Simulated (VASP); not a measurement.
# Ti (Amm2) in VASP: a series of runs

Runs on Ti. Level: PBE. Tasks: single point.

All numbers are computed with VASP 6.6.1; they aren't measurements. Logs are shortened: lines on timing, memory, paths and dates and some standing lists are left out, and cuts for length are marked.

## 1. The cell of the first run

Symmetry: Amm2, No. 38, orthorhombic system. Conventional cell: a = 2.808 Å, b = 4.541 Å, c = 7.865 Å, α = 90.00°, β = 90.00°, γ = 90.00°. Within 3.5 Å of Ti (site symmetry mm2) lie 14 Ti at 2.68 to 3.27 Å. Within 3.5 Å of Ti (site symmetry mm2) lie 11 Ti at 2.62 to 3.27 Å. Within 3.5 Å of Ti (site symmetry mm2) lie 11 Ti at 2.62 to 3.14 Å.

## 2. Single point, PBE

The input, INCAR:

```
PREC = Accurate ; ENCUT = 500
EDIFF = 1E-6 ; ISMEAR = 0
SIGMA = 0.15 ; LREAL = False
LASPH = True ; NELM = 120
ALGO = Normal ; ISIF = 2
LWAVE = False ; LCHARG = False
GGA = PE ; NBANDS = 25
GGA_COMPAT = False
```

The input, KPOINTS:

```
Automatic mesh
0
Gamma
  12 12 14
```

The input, POSCAR:

```
Ti
1.0
    4.5410922605      0.0000000000      0.0000000000
   -2.2705461302      3.9327012585      0.0000000000
    0.0000000000      0.0000000000      2.8082579439
Ti
3
Direct
   -0.0284949435     -0.0569898869      0.0000000000
    0.3475808051      0.6951616101      0.5000000000
    0.6809141384      0.3618282768      0.5000000000
```

Potentials or basis: VASP PAW PBE potentials, release 64 (Ti_sv).

The run is started by

```sh
> cat potpaw_PBE.64/Ti_sv/POTCAR > POTCAR
> mpirun -np 1 vasp_std > vasp.out
```

OUTCAR:

```text
PREC = Accurate
   ENCUT = 500
   EDIFF = 1E-6
   ISMEAR = 0
   LREAL = False
   LASPH = True
   NELM = 120
   ISIF = 2
   GGA = PE

 ion  position               nearest neighbor table
   1  0.972  0.943  0.000-   3 2.68   3 2.68   2 2.84   2 2.84   2 2.84   2 2.84
   2  0.348  0.695  0.500-   3 2.62   3 2.62   3 2.62   1 2.84   1 2.84   1 2.84   1 2.84
   3  0.681  0.362  0.500-   2 2.62   2 2.62   2 2.62   1 2.68   1 2.68

  LATTYP: Found a hexagonal cell.
 ALAT       =     4.5410922605
 C/A-ratio  =     0.6184102376

  Lattice vectors:

 A1 = (   4.5410922605,   0.0000000000,   0.0000000000)
 A2 = (  -2.2705461302,   3.9327012585,   0.0000000000)
 A3 = (   0.0000000000,   0.0000000000,   2.8082579439)

Analysis of symmetry for initial positions (statically):
=====================================================================
 Subroutine PRICEL returns:
 Original cell was already a primitive cell.

 Routine SETGRP: Setting up the symmetry group for a
 hexagonal supercell.

 Subroutine GETGRP returns: Found  4 space group operations
 (whereof  4 operations were pure point group operations)
 out of a pool of 24 trial point group operations.

The static configuration has the point symmetry C_2v.

Analysis of symmetry for dynamics (positions and initial velocities):
=====================================================================
 Subroutine PRICEL returns:
 Original cell was already a primitive cell.

 Routine SETGRP: Setting up the symmetry group for a
 hexagonal supercell.

 Subroutine GETGRP returns: Found  4 space group operations
 (whereof  4 operations were pure point group operations)
 out of a pool of 24 trial point group operations.

The dynamic configuration has the point symmetry C_2v.

 Subroutine INISYM returns: Found  4 space group operations
 (whereof  4 operations are pure point group operations),
 and found     1 'primitive' translations

----------------------------------------------------------------------------------------

                                     Primitive cell

  volume of cell :      50.1520

  direct lattice vectors                    reciprocal lattice vectors
     4.541092261  0.000000000  0.000000000     0.220211337  0.127139075  0.000000000
    -2.270546130  3.932701258  0.000000000     0.000000000  0.254278150  0.000000000
     0.000000000  0.000000000  2.808257944     0.000000000  0.000000000  0.356092645

[... 83 lines left out ...]
   ENCUT  =  500.0 eV  36.75 Ry    6.06 a.u.   8.28  8.28  5.12*2*pi/ulx,y,z
   NELM   =    120;   NELMIN=  2; NELMDL= -5     # of ELM steps
   EDIFF  = 0.1E-05   stopping-criterion for ELM
   LREAL  =      F    real-space projection
   EDIFFG = 0.1E-04   stopping-criterion for IOM
   NSW    =      0    number of steps for IOM
   IBRION =     -1    ionic relax: 0-MD 1-quasi-New 2-CG
   NFREE  =      0    steps in history (QN), initial steepest desc. (CG)
   ISIF   =      2    stress and relaxation
   ISYM   =      2    0-nonsym 1-usesym 2-fastsym
   POTIM  = 0.5000    time-step for ionic-motion
   TEBEG  =    0.0;   TEEND  =   0.0 temperature during run
   PSTRESS=    0.0 pullay stress
   NELECT =      36.0000    total number of electrons
   NUPDOWN=      -1.0000    fix difference up-down
   EMIN   =  10.00;   EMAX   =-10.00  energy-range for DOS
   EFERMI =   0.00;   METHOD = LEGACY
   ISMEAR =     0;   SIGMA  =   0.15  broadening in eV -4-tet -1-fermi 0-gaus
   EFERMI_NEDOS =   21; number of points for ismear=-14 and -15
   IALGO  =     38    algorithm
   IMIX   =      4    mixing-type and parameters
     AMIX     =   0.40;   BMIX     =  1.00
     AMIX_MAG =   1.60;   BMIX_MAG =  1.00
  volume/ion in A,a.u.               =      16.72       112.81
  Fermi-wavevector in a.u.,A,eV,Ry     =   1.465816  2.769991 29.233718  2.148618
  Thomas-Fermi vector in A             =   2.581628
   LORBIT       =      0    0 simple, 1 ext, 2 COOP (PROOUT), +10 PAW based schemes
   GGA     = PE    functional components
   LHFCALC =     F    Hartree Fock is set to
   AEXX    =    0.0000 exact exchange contribution
   IVDW    =     0    specifies the selected vdW correction
   LEPSILON=     F    determine dielectric tensor
   LRPA    =     F    only Hartree local field effects (RPA)
 non-spin polarized calculation
 Gauss-broadening in eV      SIGMA  =   0.15
  energy-cutoff  :      500.00
  volume of cell :       50.15
 maximum number of plane-waves:      1296
 NGX is ok and might be reduce to    36
   NGX = 17   NGY = 17   NGZ = 11

 number of electron      35.9999997 magnetization

 Free energy of the ion-electron system (eV)
  ---------------------------------------------------
  ext. energy  EPLUGINS =         0.00000000
  ---------------------------------------------------
  free energy    TOTEN  =       -23.27539649 eV

  energy without entropy =      -23.24612980  energy(sigma->0) =      -23.26076314

 E-fermi :   8.6043     XC(G=0): -11.6480

 val. band max:        8.6030965561   @ k =  -0.0833   0.5000   0.1429
 cond. band min:       8.6090668607   @ k =   0.0000   0.4167   0.0000
 fundamental gap:      0.0059703046
 Fermi energy:         8.6042881073

 k-point     1 :       0.0000    0.0000    0.0000
  band No.  band energies     occupation
      1     -48.1433      2.00000
      2     -47.9376      2.00000
      3     -47.7926      2.00000
      4     -24.6204      2.00000
      5     -24.5987      2.00000
      6     -24.3357      2.00000
[... 661 lines left out ...]
     24      11.0095      0.00000
     25      11.3836      0.00000

 [... further k-points ...]

------------------------ aborting loop because EDIFF is reached ----------------------------------------

  FORCE on cell =-STRESS in cart. coord.  units (eV):
  Direction    XX          YY          ZZ          XY          YZ          ZX
  --------------------------------------------------------------------------------------
  -------------------------------------------------------------------------------------
  Total        1.6647739      2.4799345      1.1793656      0.0000000      0.0000000      0.0000000
  in kB       53.1835782     79.2250475     37.6765172      0.0000000      0.0000000      0.0000000
  external PRESSURE =      56.6950476 kB  Pullay stress =       0.0000000 kB

 VOLUME and BASIS-vectors are now :
 -----------------------------------------------------------------------------
  energy-cutoff  :      500.00
  volume of cell :       50.15
      direct lattice vectors                 reciprocal lattice vectors
     4.541092261  0.000000000  0.000000000     0.220211337  0.127139075  0.000000000
    -2.270546130  3.932701258  0.000000000     0.000000000  0.254278150  0.000000000
     0.000000000  0.000000000  2.808257944     0.000000000  0.000000000  0.356092645

 POSITION                                       TOTAL-FORCE (eV/Angst)
 -----------------------------------------------------------------------------------
      2.27055      3.70858      0.00000         0.000000      1.829952      0.000000
      0.00000      2.73386      1.40413        -0.000000     -0.550211      0.000000
      2.27055      1.42296      1.40413        -0.000000     -1.279741      0.000000
 -----------------------------------------------------------------------------------
    total drift:                                0.000000      0.000395      0.000000

  FREE ENERGIE OF THE ION-ELECTRON SYSTEM (eV)
  ---------------------------------------------------
  free  energy   TOTEN  =       -23.2753964916 eV

  energy  without entropy=      -23.2461297962  energy(sigma->0) =      -23.26076314
```

OSZICAR:

```text
N       E                     dE             d eps       ncg     rms          rms(c)
DAV:   1     0.419493395842E+03    0.41949E+03   -0.17624E+04 17208   0.174E+03
DAV:   2     0.247511070336E+02   -0.39474E+03   -0.38789E+03 17317   0.511E+02
DAV:   3    -0.223221009273E+02   -0.47073E+02   -0.46031E+02 32142   0.147E+02
DAV:   4    -0.259411910789E+02   -0.36191E+01   -0.36013E+01 22681   0.388E+01
DAV:   5    -0.261423249621E+02   -0.20113E+00   -0.20106E+00 27331   0.813E+00    0.155E+01
DAV:   6    -0.232924696468E+02    0.28499E+01   -0.10655E+01 22344   0.307E+01    0.440E+00
DAV:   7    -0.235041203627E+02   -0.21165E+00   -0.35885E+00 28700   0.210E+01    0.528E+00
DAV:   8    -0.232473670853E+02    0.25675E+00   -0.22892E+00 25349   0.105E+01    0.233E+00
DAV:   9    -0.233170468859E+02   -0.69680E-01   -0.55638E-01 25760   0.933E+00    0.206E+00
DAV:  10    -0.232752179297E+02    0.41829E-01   -0.41220E-01 25426   0.658E+00    0.338E-01
DAV:  11    -0.232748589059E+02    0.35902E-03   -0.34067E-02 22492   0.178E+00    0.174E-01
DAV:  12    -0.232753193765E+02   -0.46047E-03   -0.33481E-03 25464   0.594E-01    0.975E-02
DAV:  13    -0.232754152678E+02   -0.95891E-04   -0.68902E-04 23937   0.276E-01    0.230E-02
DAV:  14    -0.232753972963E+02    0.17971E-04   -0.78769E-05 23550   0.936E-02    0.112E-02
DAV:  15    -0.232753961257E+02    0.11706E-05   -0.10552E-05 19983   0.325E-02    0.252E-03
DAV:  16    -0.232753964916E+02   -0.36584E-06   -0.98631E-07 10540   0.102E-02
   1 F= -.23275396E+02 E0= -.23260763E+02  d E =-.292667E-01
```

Wall time 2.8 min (1 thread of Intel Xeon 6975P-C (Granite Rapids), shared host); peak memory 0.4 GiB.

What came out:

```yaml
Free_energy: -23.2754 eV
Pressure: 5.7 GPa
Largest_force: 1.830 eV/Å
Band_gap_on_the_k_mesh: zero (band 18 reaches 8.88 eV, above the bottom of band 19 at 8.45 eV)
```

Forces in eV/Å, atoms in the order of the input:
```
Ti   0.000  1.830  0.000
Ti   0.000 -0.550  0.000
Ti   0.000 -1.280  0.000
```

Caveat: forces of over 1 eV/Å act on the atoms, so gaps and moduli don't describe the material at rest.

## 3. Single point, PBE

The input, INCAR:

```
SYSTEM = Ti
ALGO     = Normal         ! electronic algorithm
EDIFF    = 1E-6           ! SCF threshold, eV
ENCUT    = 500            ! plane-wave cutoff, eV
GGA      = PE             ! functional
GGA_COMPAT= .False.      
ISIF     = 2              ! what is computed and relaxed
ISMEAR   = 0              ! smearing method
LASPH    = .True.         ! aspherical terms in the spheres
LCHARG   = .False.        ! write CHGCAR
LREAL    = .False.        ! projectors in reciprocal space
LWAVE    = .False.        ! write WAVECAR
NBANDS   = 25             ! bands
NELM     = 120            ! most SCF steps
PREC     = Accurate       ! precision mode
SIGMA    = 0.15           ! smearing width, eV
```

The input, KPOINTS:

```
k-points
0
Gamma
  12 12 14
  0 0 0
```

The input, POSCAR:

```
Ti
1.0
    4.5410922605      0.0000000000      0.0000000000
   -2.2705461302      3.9327012585      0.0000000000
    0.0000000000      0.0000000000      2.8082579439
Ti
3
Direct
   -0.0190008318     -0.0380016635      0.0000000000
    0.3428337492      0.6856674984      0.5000000000
    0.6761670825      0.3523341651      0.5000000000
```

Potentials or basis: VASP PAW PBE potentials, release 64 (Ti_sv).

The run is started by

```sh
> cat potpaw_PBE.64/Ti_sv/POTCAR > POTCAR
> mpirun -np 1 vasp_std > vasp.out
```

Wall time 2.7 min (1 thread of Intel Xeon 6975P-C (Granite Rapids), shared host); peak memory 0.4 GiB.

It converged, with:

```
Free energy            : -23.4315 eV
Pressure               : 4.0 GPa
Largest force          : 0.993 eV/Å
Band gap on the k mesh : zero (band 18 reaches 8.87 eV, above the bottom of band 19 at 8.52 eV)
```

Forces on the atoms (eV/Å):
```
Ti   0.000  0.993  0.000
Ti   0.000 -0.325  0.000
Ti   0.000 -0.668  0.000
```

Stress tensor (GPa, compression positive):
```
3.81 0.00 0.00
0.00 5.25 0.00
0.00 0.00 2.98
```

Levels at points of the mesh, in eV from the Fermi level:
| k point | band 16 | band 17 | band 18 | band 19 | band 20 | band 21 |
| --- | --- | --- | --- | --- | --- | --- |
| (0.00, 0.00, 0.00) | -0.79 | -0.55 | -0.54 | 0.02 | 0.84 | 1.32 |
| (0.50, 0.00, 0.00) | -0.73 | -0.39 | -0.26 | 0.17 | 0.62 | 1.01 |
| (0.00, 0.50, 0.00) | -0.71 | -0.65 | -0.16 | 0.42 | 0.64 | 1.01 |
| (0.00, 0.00, 0.50) | -1.70 | -1.65 | -1.61 | 1.08 | 1.10 | 1.27 |
| (0.50, 0.00, 0.50) | -1.29 | -0.71 | -0.56 | 0.37 | 0.95 | 0.97 |
| (0.00, 0.50, 0.50) | -1.15 | -0.71 | -0.60 | 0.50 | 0.84 | 0.93 |
